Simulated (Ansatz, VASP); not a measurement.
MgS in VASP and in Ansatz

```
Mg S
1.0
     0.00000    2.60440    2.60440
     2.60440    0.00000    2.60440
     2.60440    2.60440    0.00000
Mg S
1 1
Direct
  0.60600 0.87600 0.00100
  0.10600 0.37600 0.50100
```

Alike in both runs: task single point; functional PBE; k mesh 6 × 6 × 6; occupations gaussian, width 0.1 eV; no spin polarisation.

|  | VASP | Ansatz |
| --- | --- | --- |
| version | VASP 6.6.1 | Ansatz 0.2.0 |
| potentials or method | VASP PAW PBE potentials, release 64 (Mg, S) | scalar-relativistic, plane waves |
| plane-wave cutoff (eV) | 600 | 620 |
| valence electrons in the cell | 8 | 16 |

VASP gave:

- gap on the k mesh at the Fermi level (eV): 2.77
- least direct gap on the mesh (eV): 3.68
- pressure (GPa): 0.7

Q: What did Ansatz give for the same quantities?

A: gap on the k mesh at the Fermi level (eV): 2.78; least direct gap on the mesh (eV): 3.69; pressure (GPa): 0.9.

The functional is the same, so the differences come from potentials, cutoffs and numerics. VASP's potentials hold 8 valence electrons a cell and Ansatz's 16, so a difference there can come from the potentials and not from the codes.
